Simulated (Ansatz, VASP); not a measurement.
## Cd3SeS2: VASP beside Ansatz

File INCAR:

```
SYSTEM = Cd3SeS2
ALGO = Normal
EDIFF = 1E-6
ENCUT = 520
GGA = PE
ISIF = 2
ISMEAR = 0
LASPH = .TRUE.
LCHARG = .TRUE.
LELF = .TRUE.
LREAL = .FALSE.
LVHAR = .TRUE.
LWAVE = .FALSE.
NBANDS = 36
NELM = 60
PREC = Accurate
SIGMA = 0.02
```

The input KPOINTS:

```
k-points
0
G
  6 6 4
  0 0 0
```

Contents of POSCAR:

```
Cd3SeS2
1.0
    4.2522953264      0.0000000289      0.0000000000
   -2.1261476882      3.6825957627      0.0000000000
    0.0000000000      0.0000000000     10.4284919000
Cd Se S
3 1 2
Direct
    0.0000000000      0.0000000000      0.9909710000
    0.3333333333      0.6666666667      0.6665880000
    0.6666666667      0.3333333333      0.3429170000
    0.0000000000      0.0000000000      0.2478580000
    0.3333333333      0.6666666667      0.9130000000
    0.6666666667      0.3333333333      0.5886650000
```

Input for Ansatz:

```yaml
crystal:
  lattice:
    - [4.2522953264, 2.89e-08, 0.0]
    - [-2.1261476882, 3.6825957627, 0.0]
    - [0.0, 0.0, 10.4284919]
  atoms:
    - { symbol: Cd, position: [0.0, 0.0, 0.990971] }
    - { symbol: Cd, position: [0.3333333333, 0.6666666667, 0.666588] }
    - { symbol: Cd, position: [0.6666666667, 0.3333333333, 0.342917] }
    - { symbol: Se, position: [0.0, 0.0, 0.247858] }
    - { symbol: S, position: [0.3333333333, 0.6666666667, 0.913] }
    - { symbol: S, position: [0.6666666667, 0.3333333333, 0.588665] }
basis:
  ecutwfc: 420
kpoints:
  mp_grid: { grid: [6, 6, 4] }
  band_path:
    path:
      - [[0.0, 0.0, 0.0], [0.5, 0.0, 0.0], [0.33333333, 0.33333333, 0.0], [0.0, 0.0, 0.0], [0.0, 0.0, 0.5], [0.5, 0.0, 0.5], [0.33333333, 0.33333333, 0.5], [0.0, 0.0, 0.5]]
      - [[0.5, 0.0, 0.5], [0.5, 0.0, 0.0]]
      - [[0.33333333, 0.33333333, 0.5], [0.33333333, 0.33333333, 0.0]]
    npoints: 14
hamiltonian:
  xc: pbe
scf:
  occupations: { method: gaussian, width: 0.02 }
  n_extra_bands: 15
output:
  forces: true
  stress: true
  eigenvalues: true
  populations: true
  dos: { projected: true, de: 0.02, nscf_kmesh: { grid: [9, 9, 6] } }
  bader: true
  write_density: true
  write_potential: true
  elf: true
  volumetric_format: npy
```

Alike in both runs: task single point; functional PBE; k mesh 6 × 6 × 4; occupations gaussian, width 0.02 eV; no spin polarisation.

|  | VASP | Ansatz |
| --- | --- | --- |
| version | VASP 6.6.1 | Ansatz 0.2.0 |
| potentials or method | VASP PAW PBE potentials, release 64 (Cd, Se, S), cutoff 520 eV | scalar-relativistic, plane waves, PAW |
| valence electrons in the cell | 54 | 88 |

Ansatz gave:

- gap on the k mesh at the Fermi level (eV): 0.66
- least direct gap on the mesh (eV): 0.66
- pressure (GPa): 0.0

Task: Estimate VASP's values.

Result: gap on the k mesh at the Fermi level (eV): 0.66; least direct gap on the mesh (eV): 0.66; pressure (GPa): 0.3.

With one functional, cell and mesh, what is left measures potentials, basis and numerics. VASP's potentials hold 54 valence electrons a cell and Ansatz's 88, so a difference there can come from the potentials and not from the codes.
